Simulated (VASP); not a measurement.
# Co (Im-3m) in VASP: single point with PBE

Aim: the single point of Co with PBE.

Program: VASP 6.6.1. These are calculated values, not measurements. Logs are shortened: lines on timing, memory, paths and dates and some standing lists are left out, and cuts for length are marked.

**1. The cell of the first run**

The structure is cubic, space group Im-3m (No. 229). The conventional cell has a = 2.809 Å, b = 2.809 Å, c = 2.809 Å, α = 90.00°, β = 90.00°, γ = 90.00°. Within 3.2 Å of Co (site symmetry m-3m) lie 14 Co at 2.43 to 2.81 Å.

This isn't the form of Co at room conditions, which is hcp.

**2. Single point, PBE, collinear spin, ferromagnetic start**

The input, POSCAR:

```
Co
1.0
   -1.4047453212      1.4047453212      1.4047453212
    1.4047453212     -1.4047453212      1.4047453212
    1.4047453212      1.4047453212     -1.4047453212
Co
1
Direct
    0.0000000000      0.0000000000      0.0000000000
```

The input, INCAR.step1:

```
PREC = Accurate
ENCUT = 520
EDIFF = 1E-6
ISMEAR = 0
SIGMA = 0.05
LREAL = F
LASPH = T
NELM = 150
ALGO = Normal
ISIF = 2
LWAVE = F
LCHARG = T
ISPIN = 2
MAGMOM = 1.99
LMAXMIX = 4
GGA = PE
NBANDS = 14
```

The input, KPOINTS.step1:

```
regular mesh
0
Gamma
  20 20 20
```

The input, INCAR.step2:

```
PREC = Accurate
ENCUT = 520
EDIFF = 1E-6
ISMEAR = -5
SIGMA = 0.05
LREAL = F
LASPH = T
NELM = 150
ALGO = Normal
ISIF = 2
LWAVE = F
LCHARG = F
ISPIN = 2
MAGMOM = 1.99
LORBIT = 11
LMAXMIX = 4
GGA = PE
NBANDS = 14
NEDOS = 2001
ICHARG = 11
```

The input, KPOINTS.step2:

```
regular mesh
0
Gamma
  30 30 30
```

Potentials or basis: VASP PAW PBE potentials, release 64 (Co).

Launch:

```
$ cat potpaw_PBE.64/Co/POTCAR > POTCAR
$ cp INCAR.step1 INCAR
$ cp KPOINTS.step1 KPOINTS
$ mpirun -np 1 vasp_std > vasp.out
$ cp INCAR.step2 INCAR
$ cp KPOINTS.step2 KPOINTS
$ mpirun -np 1 vasp_std > vasp.out
```

OUTCAR:

```text
PREC = Accurate
   ENCUT = 520
   EDIFF = 1E-6
   ISMEAR = -5
   LREAL = F
   LASPH = T
   NELM = 150
   ISIF = 2
   ISPIN = 2
   LORBIT = 11
   GGA = PE
   ICHARG = 11

 ion  position               nearest neighbor table
   1  0.000  0.000  0.000-

  LATTYP: Found a body centered cubic cell.
 ALAT       =     2.8094906424

  Lattice vectors:

 A1 = (  -1.4047453212,   1.4047453212,   1.4047453212)
 A2 = (   1.4047453212,  -1.4047453212,   1.4047453212)
 A3 = (   1.4047453212,   1.4047453212,  -1.4047453212)

Analysis of symmetry for initial positions (statically):
=====================================================================
 Subroutine PRICEL returns:
 Original cell was already a primitive cell.

 Routine SETGRP: Setting up the symmetry group for a
 body centered cubic supercell.

 Subroutine GETGRP returns: Found 48 space group operations
 (whereof 48 operations were pure point group operations)
 out of a pool of 48 trial point group operations.

The static configuration has the point symmetry O_h .

Analysis of symmetry for dynamics (positions and initial velocities):
=====================================================================
 Subroutine PRICEL returns:
 Original cell was already a primitive cell.

 Routine SETGRP: Setting up the symmetry group for a
 body centered cubic supercell.

 Subroutine GETGRP returns: Found 48 space group operations
 (whereof 48 operations were pure point group operations)
 out of a pool of 48 trial point group operations.

The dynamic configuration has the point symmetry O_h .

Analysis of structural, dynamic, and magnetic symmetry:
=====================================================================
 Subroutine PRICEL returns:
 Original cell was already a primitive cell.

 Routine SETGRP: Setting up the symmetry group for a
 body centered cubic supercell.

 Subroutine GETGRP returns: Found 48 space group operations
 (whereof 48 operations were pure point group operations)
 out of a pool of 48 trial point group operations.

The overall configuration has the point symmetry O_h .

 Subroutine INISYM returns: Found 48 space group operations
 (whereof 48 operations are pure point group operations),
 and found     1 'primitive' translations

----------------------------------------------------------------------------------------

                                     Primitive cell

  volume of cell :      11.0880

  direct lattice vectors                    reciprocal lattice vectors
    -1.404745321  1.404745321  1.404745321     0.000000000  0.355936405  0.355936405
     1.404745321 -1.404745321  1.404745321     0.355936405  0.000000000  0.355936405
     1.404745321  1.404745321 -1.404745321     0.355936405  0.355936405  0.000000000

  length of vectors
     2.433090268  2.433090268  2.433090268     0.503370092  0.503370092  0.503370092

  position of ions in fractional coordinates (direct lattice)
     0.000000000  0.000000000  0.000000000

  ion indices of the primitive-cell ions
   primitive index   ion index
                 1           1

----------------------------------------------------------------------------------------

 KPOINTS: regular mesh

Automatic generation of k-mesh.
 Grid dimensions read from file:
 generate k-points for:   30   30   30

 Generating k-lattice:

  Cartesian coordinates                     Fractional coordinates (reciprocal lattice)
     0.000000000  0.011864547  0.011864547     0.033333333  0.000000000  0.000000000
     0.011864547  0.000000000  0.011864547     0.000000000  0.033333333  0.000000000
     0.011864547  0.011864547  0.000000000     0.000000000  0.000000000  0.033333333

  Length of vectors
     0.016779003  0.016779003  0.016779003

  Shift w.r.t. Gamma in fractional coordinates (k-lattice)
     0.000000000  0.000000000  0.000000000

 TETIRR: Found  32549 inequivalent tetrahedra from   162000

 Subroutine IBZKPT returns following result:
 ===========================================

 Found    752 irreducible k-points:

 Following reciprocal coordinates:
            Coordinates               Weight
  0.000000  0.000000  0.000000      1.000000
  0.033333  0.000000  0.000000     12.000000
  0.066667  0.000000  0.000000     12.000000
  0.100000  0.000000  0.000000     12.000000
  0.133333  0.000000  0.000000     12.000000
  0.166667  0.000000  0.000000     12.000000
[... 16 lines left out ...]
  0.233333  0.033333  0.000000     48.000000
  0.266667  0.033333  0.000000     48.000000
 [... further k-points ...]
   k-points           NKPTS =    752   k-points in BZ     NKDIM =    752   number of bands    NBANDS=     14
   number of dos      NEDOS =   2001   number of ions     NIONS =      1
   total plane-waves  NPLWV =   5832
   dimension x,y,z NGX =    18 NGY =   18 NGZ =   18
   dimension x,y,z NGXF=    36 NGYF=   36 NGZF=   36
   ions per type =               1
   NGX,Y,Z   is equivalent  to a cutoff of  12.30, 12.30, 12.30 a.u.
   NGXF,Y,Z  is equivalent  to a cutoff of  24.60, 24.60, 24.60 a.u.
 SYSTEM =  unknown system
   PREC   = accura    normal or accurate (medium, high low for compatibility)
   ISTART =      0    job   : 0-new  1-cont  2-samecut
   ICHARG =     11    charge: 1-file 2-atom 10-const
   ISPIN  =      2    spin polarized calculation?
   LNONCOLLINEAR =      F non collinear calculations
   LSORBIT =      F    spin-orbit coupling
   LASPH  =      T    aspherical Exc in radial PAW
   ENCUT  =  520.0 eV  38.22 Ry    6.18 a.u.   4.52  4.52  4.52*2*pi/ulx,y,z
   NELM   =    150;   NELMIN=  2; NELMDL=  0     # of ELM steps
   EDIFF  = 0.1E-05   stopping-criterion for ELM
   LREAL  =      F    real-space projection
   EDIFFG = 0.1E-04   stopping-criterion for IOM
   NSW    =      0    number of steps for IOM
   IBRION =     -1    ionic relax: 0-MD 1-quasi-New 2-CG
   NFREE  =      0    steps in history (QN), initial steepest desc. (CG)
   ISIF   =      2    stress and relaxation
   ISYM   =      2    0-nonsym 1-usesym 2-fastsym
   POTIM  = 0.5000    time-step for ionic-motion
   TEBEG  =    0.0;   TEEND  =   0.0 temperature during run
   PSTRESS=    0.0 pullay stress
   NELECT =       9.0000    total number of electrons
   NUPDOWN=      -1.0000    fix difference up-down
   EMIN   =  10.00;   EMAX   =-10.00  energy-range for DOS
   EFERMI =   0.00;   METHOD = LEGACY
   ISMEAR =    -5;   SIGMA  =   0.05  broadening in eV -4-tet -1-fermi 0-gaus
   EFERMI_NEDOS =   21; number of points for ismear=-14 and -15
   IALGO  =     38    algorithm
   IMIX   =      4    mixing-type and parameters
     AMIX     =   0.40;   BMIX     =  1.00
     AMIX_MAG =   1.60;   BMIX_MAG =  1.00
  volume/ion in A,a.u.               =      11.09        74.83
  Fermi-wavevector in a.u.,A,eV,Ry     =   1.527114  2.885827 31.729829  2.332077
  Thomas-Fermi vector in A             =   2.635054
   LORBIT       =     11    0 simple, 1 ext, 2 COOP (PROOUT), +10 PAW based schemes
   GGA     = PE    functional components
   LHFCALC =     F    Hartree Fock is set to
   AEXX    =    0.0000 exact exchange contribution
   IVDW    =     0    specifies the selected vdW correction
   LEPSILON=     F    determine dielectric tensor
   LRPA    =     F    only Hartree local field effects (RPA)
 spin polarized calculation
 Fermi weights with tetrahedron method with Bloechl corrections
  energy-cutoff  :      520.00
  volume of cell :       11.09
 maximum number of plane-waves:       321

 number of electron       8.9999995 magnetization       1.7235330

 Free energy of the ion-electron system (eV)
  ---------------------------------------------------
  ext. energy  EPLUGINS =         0.00000000
  ---------------------------------------------------
  free energy    TOTEN  =        -6.94703731 eV

  energy without entropy =       -6.94703731  energy(sigma->0) =       -6.94703731

 E-fermi :  10.3084     XC(G=0): -13.2802

 val. band max:       10.3191740644   @ k =  -0.4000   0.4000   0.3667
 cond. band min:      10.2998886396   @ k =   0.5000   0.5000   0.3333
 fundamental gap:     -0.0192854248
 Fermi energy:        10.3084227194

 spin component 1

 k-point     1 :       0.0000    0.0000    0.0000
  band No.  band energies     occupation
      1       1.1543      1.00000
      2       7.2882      1.00000
      3       7.2882      1.00000
      4       7.2882      1.00000
      5       8.3357      1.00000
      6       8.3357      1.00000
      7      35.4706      0.00000
      8      35.4706      0.00000
      9      35.4706      0.00000
     10      40.5828      0.00000
     11      40.5828      0.00000
     12      42.2997      0.00000
     13      42.2997      0.00000
     14      42.2997      0.00000

 k-point     2 :       0.0333    0.0000    0.0000
  band No.  band energies     occupation
      1       1.2005      1.00000
      2       7.2769      1.00000
      3       7.2878      1.00000
      4       7.3106      1.00000
      5       8.3243      1.00000
      6       8.3366      1.00000
      7      35.1107      0.00000
      8      35.4009      0.00000
      9      35.4243      0.00000
     10      40.1608      0.00000
     11      40.6296      0.00000
     12      41.1883      0.00000
     13      41.4064      0.00000
     14      42.8125      0.00000
[... 343 lines left out ...]
      1       3.4798      1.00000
      2       6.7899      1.00000
      3       7.1416      1.00000
      4       8.1897      1.00000
      5       8.4065      1.00000
      6       8.4246      1.00000
      7      25.5407      0.00000
      8      31.0717      0.00000
      9      33.3437      0.00000
     10      34.6346      0.00000
     11      37.7547      0.00000
     12      40.9308      0.00000
     13      44.5823      0.00000
     14      46.5677      0.00000

 k-point    24 :       0.2667    0.0333    0.0000
  band No.  band energies     occupation
      1       3.9588      1.00000
      2       6.6902      1.00000
      3       7.2102      1.00000
      4       8.2361      1.00000
      5       8.4273      1.00000
      6       8.6807      1.00000
      7      23.9115      0.00000
      8      30.4278      0.00000
      9      32.5365      0.00000
     10      34.3927      0.00000
     11      37.5596      0.00000
     12      41.7243      0.00000
     13      44.8309      0.00000
     14      46.6882      0.00000

 [... further k-points ...]

 spin component 2

 k-point     1 :       0.0000    0.0000    0.0000
  band No.  band energies     occupation
      1       1.1908      1.00000
      2       8.8066      1.00000
      3       8.8066      1.00000
      4       8.8066      1.00000
      5      10.6421      0.00000
      6      10.6421      0.00000
      7      35.2209      0.00000
      8      35.2209      0.00000
      9      35.2209      0.00000
     10      40.6557      0.00000
     11      40.6557      0.00000
     12      43.0257      0.00000
     13      43.0258      0.00000
     14      43.0263      0.00000

 k-point     2 :       0.0333    0.0000    0.0000
  band No.  band energies     occupation
      1       1.2371      1.00000
      2       8.7933      1.00000
      3       8.8049      1.00000
      4       8.8308      1.00000
      5      10.6276      0.00000
      6      10.6431      0.00000
      7      34.9033      0.00000
      8      35.1621      0.00000
      9      35.1885      0.00000
     10      40.3385      0.00000
     11      40.7977      0.00000
     12      41.7810      0.00000
     13      41.8989      0.00000
     14      43.1493      0.00000
[... 343 lines left out ...]
      1       3.5940      1.00000
      2       8.2258      1.00000
      3       8.5639      1.00000
      4      10.0330      1.01496
      5      10.3274      0.18399
      6      10.7259      0.00000
      7      25.9520      0.00000
      8      31.1423      0.00000
      9      33.7365      0.00000
     10      34.7859      0.00000
     11      38.1578      0.00000
     12      41.0773      0.00000
     13      44.9040      0.00000
     14      48.6386      0.00000

 k-point    24 :       0.2667    0.0333    0.0000
  band No.  band energies     occupation
      1       4.1518      1.00000
      2       8.1106      1.00000
      3       8.5419      1.00000
      4      10.3086      0.62313
      5      10.3452      0.01980
      6      10.7498      0.00000
      7      24.3888      0.00000
      8      30.4974      0.00000
      9      32.9550      0.00000
     10      34.5409      0.00000
     11      37.9660      0.00000
     12      41.8790      0.00000
     13      45.1745      0.00000
     14      50.0990      0.00000

 [... further k-points ...]

------------------------ aborting loop because EDIFF is reached ----------------------------------------

  FORCE on cell =-STRESS in cart. coord.  units (eV):
  Direction    XX          YY          ZZ          XY          YZ          ZX
  --------------------------------------------------------------------------------------
  -------------------------------------------------------------------------------------
  Total       -0.0323089     -0.0323089     -0.0323089      0.0000000      0.0000000     -0.0000000
  in kB       -4.6685248     -4.6685248     -4.6685248      0.0000000      0.0000000     -0.0000000
  external PRESSURE =      -4.6685248 kB  Pullay stress =       0.0000000 kB

 VOLUME and BASIS-vectors are now :
 -----------------------------------------------------------------------------
  energy-cutoff  :      520.00
  volume of cell :       11.09
      direct lattice vectors                 reciprocal lattice vectors
    -1.404745321  1.404745321  1.404745321     0.000000000  0.355936405  0.355936405
     1.404745321 -1.404745321  1.404745321     0.355936405  0.000000000  0.355936405
     1.404745321  1.404745321 -1.404745321     0.355936405  0.355936405  0.000000000

 POSITION                                       TOTAL-FORCE (eV/Angst)
 -----------------------------------------------------------------------------------
      0.00000      0.00000      0.00000        -0.000000      0.000000      0.000000
 -----------------------------------------------------------------------------------
    total drift:                                0.000000     -0.000000      0.000000

  FREE ENERGIE OF THE ION-ELECTRON SYSTEM (eV)
  ---------------------------------------------------
  free  energy   TOTEN  =        -6.9470373101 eV

  energy  without entropy=       -6.9470373101  energy(sigma->0) =       -6.94703731

 total charge

# of ion       s       p       d       tot
------------------------------------------
    1        0.480   0.514   7.231   8.225

 magnetization (x)

# of ion       s       p       d       tot
------------------------------------------
    1       -0.004  -0.047   1.808   1.757
```

Run time: 1.9 min. Hardware: 1 thread of Intel Xeon 6975P-C (Granite Rapids), shared host; peak memory 0.43 GiB.

What came out:

```
Net moment                                            : 1.72 μB per cell
Site moments                                          : Co +1.76 μB
Valence electrons inside the program's atomic spheres : Co 8.22
```

Caveat: tetrahedron occupations give inexact forces and stress in metals.
